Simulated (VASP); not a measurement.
Wanted: the native input for a VASP 6.6.1 run.

| Quantity | Value |
| --- | --- |
| Task | single point |
| Functional | PBE |
| Potentials or basis | VASP PAW PBE potentials, release 64 (Pt, Fe) |
| Cutoff | 600 eV |
| k mesh | 10 × 10 × 7 |
| Occupations | gaussian, width 0.025 eV |
| Spin | collinear spin, ferromagnetic start |
| Starting moments | [0.0, 3.0] μB |
| Dipole correction | no |
| Further INCAR settings | ALGO = Normal; EDIFF = 1e-06; NBANDS = 20 |

The structure of FePt lies in POSCAR:

```
FePt
1.0
    2.7235000000      0.0000000000      0.0000000000
    0.0000000000      2.7235000000      0.0000000000
    0.0000000000      0.0000000000      3.7200000000
Pt Fe
1 1
Direct
    0.5000000000      0.5000000000      0.5000000000
    0.0000000000      0.0000000000      0.0000000000
```

These files were run (other wordings do the same):

INCAR

```
  PREC = Accurate
  ENCUT = 600
  EDIFF = 1E-6
  ISMEAR = 0
  SIGMA = 0.025
  LREAL = F
  LASPH = T
  NELM = 200
  ALGO = Normal
  ISIF = 2
  LWAVE = F
  LCHARG = T
  ISPIN = 2
  MAGMOM = 0 3
  LORBIT = 11
  LMAXMIX = 4
  GGA = PE
  LELF = T
  LVHAR = T
  NBANDS = 20
  GGA_COMPAT = F
```

KPOINTS

```
regular mesh
0
Gamma
  10 10 7
```

Potentials or basis: VASP PAW PBE potentials, release 64 (Pt, Fe).

Launch:

```sh
$ cat potpaw_PBE.64/Pt/POTCAR potpaw_PBE.64/Fe/POTCAR > POTCAR
$ mpirun -np 1 vasp_std > vasp.out
```

It gave:

The pressure is 2.9 GPa, the net moment is 3.26 μB per cell and the site moments are Pt +0.33; Fe +2.91 μB. The valence electrons inside the program's atomic spheres are Pt 9.44; Fe 6.99.

It took 36 s on 1 thread of Intel(R) Xeon(R) 6975P-C (Granite Rapids), on a shared host, peak memory 0.23 GiB.
